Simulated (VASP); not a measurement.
Write the native input for VASP 6.6.1 that does the following.

| Property | Result |
| --- | --- |
| Task | single point |
| Functional | PBEsol |
| Potentials or basis | VASP PAW PBE potentials, release 64 (Ru_pv) |
| Cutoff | 520 eV |
| k mesh | 18 × 18 × 10 |
| Occupations | gaussian, width 0.15 eV |
| Spin | no spin polarisation |
| Dipole correction | no |
| Further INCAR settings | ALGO = Normal; EDIFF = 1e-07; NBANDS = 21 |

The structure of Ru lies in POSCAR:

```
Ru
1.0
    2.6520000000      0.0000000000      0.0000000000
   -1.3260000000      2.2966993709      0.0000000000
    0.0000000000      0.0000000000      3.7421000000
Ru
2
Direct
    0.3333333333      0.6666666667      0.2500000000
    0.6666666667      0.3333333333      0.7500000000
```

The input as run:

INCAR

```
PREC = Accurate
ENCUT = 520
EDIFF = 1E-7
ISMEAR = 0
SIGMA = 0.15
LREAL = False
LASPH = True
NELM = 60
ALGO = Normal
ISIF = 2
LWAVE = False
LCHARG = True
GGA = PS
LELF = True
LVHAR = True
NBANDS = 21
```

KPOINTS

```
Automatic mesh
0
Gamma
  18 18 10
```

Potentials or basis: VASP PAW PBE potentials, release 64 (Ru_pv).

Run with:

```sh
$ cat potpaw_PBE.64/Ru_pv/POTCAR > POTCAR
$ mpirun -np 1 vasp_std > vasp.out
```

Results of the run:

The pressure is 88.6 GPa and the band gap on the k mesh is zero (band 14 reaches 18.01 eV, above the bottom of band 15 at 14.28 eV).

Caveat: the PAW data sets were made with another functional, which shifts forces and pressure a little.

Wall time 50 s on 1 thread of AMD EPYC 9R14 (Zen 4), with other jobs on the host, peak memory 0.16 GiB.
